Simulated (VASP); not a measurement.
# RbBr (I4/mmm) in VASP: single point with LDA

Aim: the single point of RbBr with LDA.

Everything below comes from runs of VASP 6.6.1. Logs are shortened: lines on timing, memory, paths and dates and some standing lists are left out, and cuts for length are marked.

## Step 1: The cell of the first run

It takes space group I4/mmm (No. 139, tetragonal). Conventional cell: a = 4.993 Å, b = 4.993 Å, c = 6.855 Å, α = 90.00°, β = 90.00°, γ = 90.00°. Within 4.5 Å of Rb (site symmetry 4/mmm) lie 6 Br at 3.43 to 3.53 Å. Br (site symmetry 4/mmm) has 6 Rb at 3.43 to 3.53 Å within 4.5 Å.

## Step 2: Single point, LDA

File INCAR:

```
SYSTEM = RbBr
PREC     = Accurate       ! precision mode
ENCUT    = 500            ! plane-wave cutoff, eV
EDIFF    = 1E-6           ! SCF threshold, eV
ISMEAR   = -1             ! smearing method
SIGMA    = 0.03           ! smearing width, eV
LREAL    = .False.        ! projectors in reciprocal space
LASPH    = .True.         ! aspherical terms in the spheres
NELM     = 120            ! most SCF steps
ALGO     = Normal         ! electronic algorithm
ISIF     = 2              ! what is computed and relaxed
LWAVE    = .False.        ! write WAVECAR
LCHARG   = .False.        ! write CHGCAR
ISYM     = -1           
NBANDS   = 15             ! bands
GGA_COMPAT= .False.
```

File KPOINTS:

```
explicit points
172
Reciprocal
  0.07142857   0.07142857   0.07142857 2
  0.07142857   0.07142857   0.21428571 2
  0.07142857   0.07142857   0.35714286 2
  0.07142857   0.07142857   0.50000000 2
  0.07142857   0.07142857   0.64285714 2
  0.07142857   0.07142857   0.78571429 2
[... 164 lines left out ...]
  0.50000000   0.50000000   0.35714286 2
  0.50000000   0.50000000   0.50000000 1
```

File POSCAR:

```
RbBr
1.0
    0.0000000000      3.5303250000      3.4275000000
    3.5303250000      0.0000000000      3.4275000000
    3.5303250000      3.5303250000      0.0000000000
Rb Br
1 1
Direct
    0.0000000000      0.0000000000      0.0000000000
    0.5000000000      0.5000000000      0.5000000000
```

Potentials or basis: VASP PAW LDA potentials, release 64 (Rb_sv, Br).

Run with:

```sh
> cat potpaw_LDA.64/Rb_sv/POTCAR potpaw_LDA.64/Br/POTCAR > POTCAR
> mpirun -np 1 vasp_std > vasp.out
```

OUTCAR:

```text
SYSTEM = RbBr
   PREC = Accurate
   ENCUT = 500
   EDIFF = 1E-6
   ISMEAR = -1
   LREAL = .False.
   LASPH = .True.
   NELM = 120
   ISIF = 2
   ISYM = -1

 ion  position               nearest neighbor table
   1  0.000  0.000  0.000-   2 3.43   2 3.43   2 3.53   2 3.53   2 3.53   2 3.53
   2  0.500  0.500  0.500-   1 3.43   1 3.43   1 3.53   1 3.53   1 3.53   1 3.53

IMPORTANT INFORMATION: All symmetrisations will be switched off!
NOSYMM: (Re-)initialisation of all symmetry stuff for point group C_1.

----------------------------------------------------------------------------------------

                                     Primitive cell

  volume of cell :      85.4352

  direct lattice vectors                    reciprocal lattice vectors
     0.000000000  3.530325000  3.427500000    -0.141630020  0.141630020  0.145878920
     3.530325000  0.000000000  3.427500000     0.141630020 -0.141630020  0.145878920
     3.530325000  3.530325000  0.000000000     0.141630020  0.141630020 -0.145878920

  length of vectors
     4.920462464  4.920462464  4.992633495     0.247787781  0.247787781  0.247787781

  position of ions in fractional coordinates (direct lattice)
     0.000000000  0.000000000  0.000000000
     0.500000000  0.500000000  0.500000000

  ion indices of the primitive-cell ions
   primitive index   ion index
                 1           1
                 2           2

----------------------------------------------------------------------------------------

 KPOINTS: explicit points

Read explicit list of k-points.

 Found    172 k-points:

 Following reciprocal coordinates:
            Coordinates               Weight
  0.071429  0.071429  0.071429      0.005831
  0.071429  0.071429  0.214286      0.005831
  0.071429  0.071429  0.357143      0.005831
  0.071429  0.071429  0.500000      0.005831
  0.071429  0.071429  0.642857      0.005831
  0.071429  0.071429  0.785714      0.005831
[... 16 lines left out ...]
  0.071429  0.500000  0.214286      0.005831
  0.071429  0.500000  0.357143      0.005831
 [... further k-points ...]
   k-points           NKPTS =    172   k-points in BZ     NKDIM =    172   number of bands    NBANDS=     15
   number of dos      NEDOS =    301   number of ions     NIONS =      2
   total plane-waves  NPLWV =  46656
   dimension x,y,z NGX =    36 NGY =   36 NGZ =   36
   dimension x,y,z NGXF=    72 NGYF=   72 NGZF=   72
   ions per type =               1   1
   NGX,Y,Z   is equivalent  to a cutoff of  12.16, 12.16, 11.99 a.u.
   NGXF,Y,Z  is equivalent  to a cutoff of  24.33, 24.33, 23.97 a.u.
 SYSTEM =  RbBr
   PREC   = accura    normal or accurate (medium, high low for compatibility)
   ISTART =      0    job   : 0-new  1-cont  2-samecut
   ICHARG =      2    charge: 1-file 2-atom 10-const
   ISPIN  =      1    spin polarized calculation?
   LNONCOLLINEAR =      F non collinear calculations
   LSORBIT =      F    spin-orbit coupling
   LASPH  =      T    aspherical Exc in radial PAW
   ENCUT  =  500.0 eV  36.75 Ry    6.06 a.u.   8.97  8.97  9.10*2*pi/ulx,y,z
   NELM   =    120;   NELMIN=  2; NELMDL= -5     # of ELM steps
   EDIFF  = 0.1E-05   stopping-criterion for ELM
   LREAL  =      F    real-space projection
   EDIFFG = 0.1E-04   stopping-criterion for IOM
   NSW    =      0    number of steps for IOM
   IBRION =     -1    ionic relax: 0-MD 1-quasi-New 2-CG
   NFREE  =      0    steps in history (QN), initial steepest desc. (CG)
   ISIF   =      2    stress and relaxation
   ISYM   =     -1    0-nonsym 1-usesym 2-fastsym
   POTIM  = 0.5000    time-step for ionic-motion
   TEBEG  =    0.0;   TEEND  =   0.0 temperature during run
   PSTRESS=    0.0 pullay stress
   NELECT =      16.0000    total number of electrons
   NUPDOWN=      -1.0000    fix difference up-down
   EMIN   =  10.00;   EMAX   =-10.00  energy-range for DOS
   EFERMI =   0.00;   METHOD = LEGACY
   ISMEAR =    -1;   SIGMA  =   0.03  broadening in eV -4-tet -1-fermi 0-gaus
   EFERMI_NEDOS =   21; number of points for ismear=-14 and -15
   IALGO  =     38    algorithm
   IMIX   =      4    mixing-type and parameters
     AMIX     =   0.40;   BMIX     =  1.00
     AMIX_MAG =   1.60;   BMIX_MAG =  1.00
  volume/ion in A,a.u.               =      42.72       288.27
  Fermi-wavevector in a.u.,A,eV,Ry     =   0.936632  1.769979 11.936124  0.877280
  Thomas-Fermi vector in A             =   2.063662
   LORBIT       =      0    0 simple, 1 ext, 2 COOP (PROOUT), +10 PAW based schemes
   GGA     = CA    functional components
   LHFCALC =     F    Hartree Fock is set to
   AEXX    =    0.0000 exact exchange contribution
   IVDW    =     0    specifies the selected vdW correction
   LEPSILON=     F    determine dielectric tensor
   LRPA    =     F    only Hartree local field effects (RPA)
 non-spin polarized calculation
  energy-cutoff  :      500.00
  volume of cell :       85.44
 maximum number of plane-waves:      2187
 NGX is ok and might be reduce to    36
   NGX = 17   NGY = 17   NGZ = 19

 number of electron      15.9999999 magnetization

 Free energy of the ion-electron system (eV)
  ---------------------------------------------------
  ext. energy  EPLUGINS =         0.00000000
  ---------------------------------------------------
  free energy    TOTEN  =        -6.64511968 eV

  energy without entropy =       -6.64511968  energy(sigma->0) =       -6.64511968

 E-fermi :  -1.4420     XC(G=0):  -7.5034

 val. band max:       -2.1823320346   @ k =   0.0714   0.0714   0.0714
 cond. band min:       1.7732147403   @ k =   0.0714   0.0714   0.0714
 fundamental gap:      3.9555467748
 Fermi energy:        -1.4420144709

 k-point     1 :       0.0714    0.0714    0.0714
  band No.  band energies     occupation
      1     -26.5685      2.00000
      2     -14.3312      2.00000
      3     -10.7086      2.00000
      4     -10.7050      2.00000
      5     -10.7039      2.00000
      6      -2.2409      2.00000
      7      -2.1998      2.00000
      8      -2.1823      2.00000
      9       1.7732      0.00000
     10       4.7626      0.00000
     11       4.8400      0.00000
     12       4.9794      0.00000
     13       5.7249      0.00000
     14       5.8921      0.00000
     15       8.4494      0.00000

 k-point     2 :       0.0714    0.0714    0.2143
  band No.  band energies     occupation
      1     -26.5668      2.00000
      2     -14.3355      2.00000
      3     -10.7211      2.00000
      4     -10.7046      2.00000
      5     -10.6972      2.00000
      6      -2.5087      2.00000
      7      -2.2910      2.00000
      8      -2.2235      2.00000
      9       2.3512      0.00000
     10       4.5634      0.00000
     11       5.0542      0.00000
     12       5.4414      0.00000
     13       6.1145      0.00000
     14       6.1645      0.00000
     15       9.3347      0.00000

 k-point     3 :       0.0714    0.0714    0.3571
  band No.  band energies     occupation
      1     -26.5638      2.00000
      2     -14.3460      2.00000
      3     -10.7230      2.00000
      4     -10.7104      2.00000
      5     -10.6916      2.00000
      6      -2.8709      2.00000
      7      -2.4210      2.00000
      8      -2.3719      2.00000
      9       3.3931      0.00000
     10       4.6198      0.00000
     11       5.7059      0.00000
     12       6.1564      0.00000
     13       6.7506      0.00000
     14       6.9758      0.00000
     15       8.7641      0.00000

 k-point     4 :       0.0714    0.0714    0.5000
  band No.  band energies     occupation
      1     -26.5616      2.00000
      2     -14.3547      2.00000
      3     -10.7191      2.00000
      4     -10.7179      2.00000
      5     -10.6850      2.00000
      6      -3.0860      2.00000
      7      -2.4928      2.00000
      8      -2.4876      2.00000
      9       4.1160      0.00000
     10       4.9579      0.00000
     11       6.6251      0.00000
     12       6.8488      0.00000
     13       7.1844      0.00000
     14       7.6294      0.00000
     15       8.2531      0.00000
[... 307 lines left out ...]
 k-point    22 :       0.0714    0.5000    0.0714
  band No.  band energies     occupation
      1     -26.5616      2.00000
      2     -14.3567      2.00000
      3     -10.7259      2.00000
      4     -10.7145      2.00000
      5     -10.6755      2.00000
      6      -3.0957      2.00000
      7      -2.4990      2.00000
      8      -2.4882      2.00000
      9       4.1143      0.00000
     10       4.9539      0.00000
     11       6.6923      0.00000
     12       6.8235      0.00000
     13       7.0677      0.00000
     14       7.7931      0.00000
     15       8.3567      0.00000

 k-point    23 :       0.0714    0.5000    0.2143
  band No.  band energies     occupation
      1     -26.5613      2.00000
      2     -14.3383      2.00000
      3     -10.7496      2.00000
      4     -10.7423      2.00000
      5     -10.6922      2.00000
      6      -2.9343      2.00000
      7      -2.5054      2.00000
      8      -2.4394      2.00000
      9       4.0993      0.00000
     10       4.5534      0.00000
     11       6.4444      0.00000
     12       6.5344      0.00000
     13       7.0908      0.00000
     14       7.5124      0.00000
     15       8.2303      0.00000

 k-point    24 :       0.0714    0.5000    0.3571
  band No.  band energies     occupation
      1     -26.5606      2.00000
      2     -14.3071      2.00000
      3     -10.8083      2.00000
      4     -10.7592      2.00000
      5     -10.7330      2.00000
      6      -2.7424      2.00000
      7      -2.4425      2.00000
      8      -2.3744      2.00000
      9       3.6194      0.00000
     10       4.3316      0.00000
     11       6.2276      0.00000
     12       6.9189      0.00000
     13       6.9861      0.00000
     14       7.6610      0.00000
     15       8.1101      0.00000

 [... further k-points ...]

------------------------ aborting loop because EDIFF is reached ----------------------------------------

  FORCE on cell =-STRESS in cart. coord.  units (eV):
  Direction    XX          YY          ZZ          XY          YZ          ZX
  --------------------------------------------------------------------------------------
  -------------------------------------------------------------------------------------
  Total       -1.0386193     -1.0386202     -0.7363479      0.0000828      0.0000573      0.0000565
  in kB      -19.4773623    -19.4773789    -13.8088271      0.0015527      0.0010737      0.0010588
  external PRESSURE =     -17.5878561 kB  Pullay stress =       0.0000000 kB

 VOLUME and BASIS-vectors are now :
 -----------------------------------------------------------------------------
  energy-cutoff  :      500.00
  volume of cell :       85.44
      direct lattice vectors                 reciprocal lattice vectors
     0.000000000  3.530325000  3.427500000    -0.141630020  0.141630020  0.145878920
     3.530325000  0.000000000  3.427500000     0.141630020 -0.141630020  0.145878920
     3.530325000  3.530325000  0.000000000     0.141630020  0.141630020 -0.145878920

 POSITION                                       TOTAL-FORCE (eV/Angst)
 -----------------------------------------------------------------------------------
      0.00000      0.00000      0.00000         0.000000     -0.000000     -0.000000
      3.53032      3.53032      3.42750        -0.000000      0.000000      0.000000
 -----------------------------------------------------------------------------------
    total drift:                               -0.000001      0.000001      0.000001

  FREE ENERGIE OF THE ION-ELECTRON SYSTEM (eV)
  ---------------------------------------------------
  free  energy   TOTEN  =        -6.6451196812 eV

  energy  without entropy=       -6.6451196812  energy(sigma->0) =       -6.64511968
```

Wall time 1.7 min (1 thread of Intel Xeon Platinum 8488C (Sapphire Rapids), shared host); peak memory 0.33 GiB.

Results:

```
Free energy            : -6.6451 eV
Pressure               : -1.8 GPa
Band gap on the k mesh : 3.96 eV
```

Caveat: a shifted mesh leaves out Γ, where band edges can lie. A hybrid or GW would open this gap; LDA tends to underestimate it.
